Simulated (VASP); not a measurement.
Crystal: ScF3.

```
Sc F
1.0
     4.01245    0.00000    0.00000
     0.00000    4.01245    0.00000
     0.00000    0.00000    4.01245
Sc F
1 3
Cartesian
  0.0000 0.0000 0.0000
  2.0062 0.0000 0.0000
  0.0000 2.0062 0.0000
  0.0000 0.0000 2.0062
```

Base run:

* Program: VASP 6.6.1
* Functional: LDA
* Potentials or basis: VASP PAW LDA potentials, release 64 (Sc_sv, F)
* Cutoff: 600 eV
* k mesh: 4 × 4 × 4
* Occupations: fermi-dirac, width 0.15 eV
* Spin: no spin polarisation

Its results: band gap on the k mesh 6.19 eV, indirect (least direct gap 6.72 eV); pressure -2.4 GPa.

The run is repeated on the same cell with these changes: k mesh from 4 × 4 × 4 to 5 × 5 × 5. What comes out?

Band gap on the k mesh 6.25 eV, indirect (least direct gap 6.72 eV); pressure -2.4 GPa.

A k mesh can miss the band edges.
